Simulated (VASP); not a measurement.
Pb: single point with PBE

Pb:

```
Pb
1.0
     0.00000    2.51980    2.51980
     2.51980    0.00000    2.51980
     2.51980    2.51980    0.00000
Pb
1
Direct
  0.00000 0.00000 0.00000
```

```yaml
Program: VASP 6.6.1
Task: single point
Functional: PBE
Potentials_or_basis: VASP PAW PBE potentials, release 64 (Pb_d)
Cutoff: 520 eV
k_mesh: 4 × 4 × 4
Occupations: fermi-dirac, width 0.15 eV
Spin: no spin polarisation
```

```json
{
 "Pressure": "-0.1 GPa",
 "Band gap on the k mesh": "zero (band 7 reaches 13.68 eV, above the bottom of band 8 at 5.42 eV)"
}
```

Levels at points of the mesh, in eV from the Fermi level:
```tsv
k point	band 3	band 4	band 5	band 6	band 7	band 8	band 9	band 10	band 11	band 12
(0.00, 0.00, 0.00)	-17.42	-17.30	-17.30	-11.77	6.63	6.63	6.63	9.37	10.29	11.73
(0.50, 0.00, 0.00)	-17.41	-17.19	-17.19	-8.45	-4.31	4.92	4.92	8.64	8.84	10.53
(0.50, 0.50, 0.00)	-17.19	-17.16	-17.16	-7.17	-3.42	1.63	1.63	4.86	6.13	17.59
```

It took 4.2 s on 1 thread of AMD EPYC 7R43 64-Core Processor (Zen 3) (shared host), peak memory 0.12 GiB.

Caveat: the k points lie up to 0.54 Å⁻¹ apart; spin-orbit coupling is left out, which moves the levels of the heavy elements.
